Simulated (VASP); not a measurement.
# PbS (R3m) in VASP: notebook, part 2 of 2

VASP 6.6.1. The steps go on from the part before.

**3. G0W0 quasiparticle levels, r2SCAN**

The input, POSCAR:

```
PbS
1.0
    2.1005109999      1.2127305912      3.4301896765
   -2.1005109999      1.2127305912      3.4301896765
    0.0000000000     -2.4254611824      3.4301896765
Pb S
1 1
Direct
    0.9781436749      0.9781436749      0.9781436749
    0.4774576551      0.4774576551      0.4774576551
```

The input, INCAR.step1:

```
PREC = Accurate ; ENCUT = 500
EDIFF = 1E-8 ; ISMEAR = 0
SIGMA = 0.01 ; LREAL = F
LASPH = T ; NELM = 100
ALGO = Normal ; LWAVE = T
LCHARG = F ; METAGGA = R2SCAN
LMIXTAU = T
```

The input, INCAR.step2:

```
PREC = Accurate ; ENCUT = 500
EDIFF = 1E-8 ; ISMEAR = 0
SIGMA = 0.01 ; LREAL = F
LASPH = T ; NELM = 1
ALGO = Exact ; LWAVE = T
LCHARG = F ; METAGGA = R2SCAN
LMIXTAU = T ; NBANDS = 208
LOPTICS = T ; ISTART = 1
```

The input, INCAR.step3:

```
PREC = Accurate ; ENCUT = 500
EDIFF = 1E-8 ; ISMEAR = 0
SIGMA = 0.01 ; LREAL = F
LASPH = T ; ALGO = EVGW0
LWAVE = F ; LCHARG = F
METAGGA = R2SCAN ; LMIXTAU = T
NELMGW = 1 ; NBANDS = 208
ENCUTGW = 140.0 ; NOMEGA = 96
PRECFOCK = Fast ; ISTART = 1
NBANDSGW = 19 ; OMEGAMAX = 20
```

The input, KPOINTS:

```
regular mesh
0
Gamma
  4 4 4
```

Potentials or basis: VASP PAW PBE potentials, release 64 (Pb_d_GW, S_GW).

Command:

```
cat potpaw_PBE.64/Pb_d_GW/POTCAR potpaw_PBE.64/S_GW/POTCAR > POTCAR
cp INCAR.step1 INCAR
mpirun -np 1 vasp_std > vasp.out
cp INCAR.step2 INCAR
mpirun -np 1 vasp_std > vasp.out
cp INCAR.step3 INCAR
mpirun -np 1 vasp_std > vasp.out
```

OUTCAR:

```text
PREC = Accurate
   ENCUT = 500
   EDIFF = 1E-8
   ISMEAR = 0
   LREAL = F
   LASPH = T
   METAGGA = R2SCAN
   NELMGW = 1
   ENCUTGW = 140.0
   PRECFOCK = Fast
   ISTART = 1

 ion  position               nearest neighbor table
   1  0.978  0.978  0.978-
   2  0.477  0.477  0.477-

  LATTYP: Found a trigonal (rhomboedric) cell.
 ALAT       =     4.2010788096
 COS(alpha) =     0.5000135226

  Lattice vectors:

[... 154 lines left out ...]
   IVDW    =     0    specifies the selected vdW correction
   LEPSILON=     F    determine dielectric tensor
   LRPA    =     F    only Hartree local field effects (RPA)
   LRPAFORCE           =     F    calculate RPA forces
   ENCUTGW             = 140.0    cutoff for response function in eV
   ENCUTGWSOFT         = 112.0    soft cutoff for Coulomb kernel in GW response function in eV
   ENCUTLF             =  -1.0    cutoff for local field effects
   NELMGW              =     1    number of iterations in solving QP/BSE equation
   NELMHF              =     1    number of iterations in the inner HF iteration
   NKREDLFX            =     1    NKREDLFY  =   1   NKREDLFZ  =   1
 non-spin polarized calculation
 Gauss-broadening in eV      SIGMA  =   0.01
  energy-cutoff  :      500.00
  volume of cell :       52.43
 maximum number of plane-waves:      1363
 NGX is ok and might be reduce to    32
  NGX = 18; NGY = 18; NGZ = 18
   NGX = 15   NGY = 15   NGZ = 15
 maximum number of plane-waves:       210
 NGX is ok and might be reduce to    18

 QP shifts <psi_nk| G(iteration)W_0 |psi_nk>: iteration 1
 for sc-GW calculations column KS-energies equals QP-energies in previous step
 and V_xc(KS)=  KS-energies - (<T + V_ion + V_H > + <T+V_H+V_ion>^1  + <V_x>^1)

 k-point   1 :       0.0000    0.0000    0.0000
  band No.  KS-energies  QP-energies   sigma(KS)   V_xc(KS)     V^pw_x(r,r')   Z            occupation Imag(sigma)

      1    -138.6560    -159.9163     -28.2727       2.3815     -36.1686       0.6936       2.0000       0.5618
      2     -13.7979     -20.5677     -20.2933     -10.6597     -25.2588       0.7027       2.0000       0.1908
      3     -13.7979     -20.5677     -20.2933     -10.6597     -25.2588       0.7027       2.0000       0.1908
      4     -13.7979     -20.5677     -20.2933     -10.6597     -25.2588       0.7027       2.0000       0.1908
      5     -13.7797     -20.6049     -20.3531     -10.7014     -25.3762       0.7072       2.0000       0.2194
      6     -13.7797     -20.6049     -20.3531     -10.7014     -25.3762       0.7072       2.0000       0.2194
[... 274 lines left out ...]
      5     -13.7811     -20.5973     -20.3232     -10.6780     -25.3134       0.7067       2.0000       0.2097
      6     -13.7378     -20.6287     -20.3751     -10.6751     -25.3330       0.7104       2.0000       0.1923
[... 11 lines left out ...]
     18      16.2204      16.1363     -10.3585     -10.2465      -4.2219       0.7516       0.0000      -0.5068
     19      16.9796      16.5867     -11.1745     -10.6944      -5.0587       0.8186       0.0000      -0.7184
```

OUTCAR.step1:

```text
PREC = Accurate
   ENCUT = 500
   EDIFF = 1E-8
   ISMEAR = 0
   LREAL = F
   LASPH = T
[... 441 lines left out ...]
 -----------------------------------------------------------------------------------
      0.00000      0.00000     10.06566         0.000000      0.000000      0.002895
      0.00000      0.00000      4.91331         0.000000      0.000000     -0.002895
 -----------------------------------------------------------------------------------
    total drift:                               -0.000000      0.000000      0.000119

  FREE ENERGIE OF THE ION-ELECTRON SYSTEM (eV)
  ---------------------------------------------------
  free  energy   TOTEN  =       -65.3686603708 eV

  energy  without entropy=      -65.3686603708  energy(sigma->0) =      -65.36866037
```

OUTCAR.step2:

```text
PREC = Accurate
   ENCUT = 500
   EDIFF = 1E-8
   ISMEAR = 0
   LREAL = F
[... 881 lines left out ...]
     0.00000    27.27344    27.27344    27.28980    -0.00000     0.00000     0.00000
     3.39248    10.70575    10.70575    10.70834    -0.00000    -0.00000     0.00000
     6.78496    -2.37153    -2.37153    -2.37117    -0.00000     0.00000     0.00000
    10.17744    -0.42036    -0.42036    -0.42058     0.00000     0.00000    -0.00000
    13.56992    -0.89910    -0.89910    -0.89929     0.00000     0.00000     0.00000
    16.96240     0.24097     0.24097     0.24074     0.00000     0.00000    -0.00000
[... 92 lines left out ...]
   332.46309     0.99275     0.99275     0.99274    -0.00000     0.00000    -0.00000
   335.85558     0.99292     0.99292     0.99291    -0.00000     0.00000    -0.00000
```

It took 10 min on 1 thread of AMD EPYC 9R45 (Zen 5), shared host; peak memory 0.75 GiB.

Results:

- Quasiparticle gap: 0.83 eV
- Least direct quasiparticle gap: 0.83 eV
- Band gap of the starting levels on the mesh: 0.64 eV
- Least direct gap of the starting levels on the mesh: 0.64 eV

Caveat: the k points lie up to 0.46 Å⁻¹ apart; bands, screening cutoff and mesh are small and nothing is extrapolated, so the quasiparticle values aren't converged; spin-orbit coupling is left out, which moves the levels of the heavy elements.
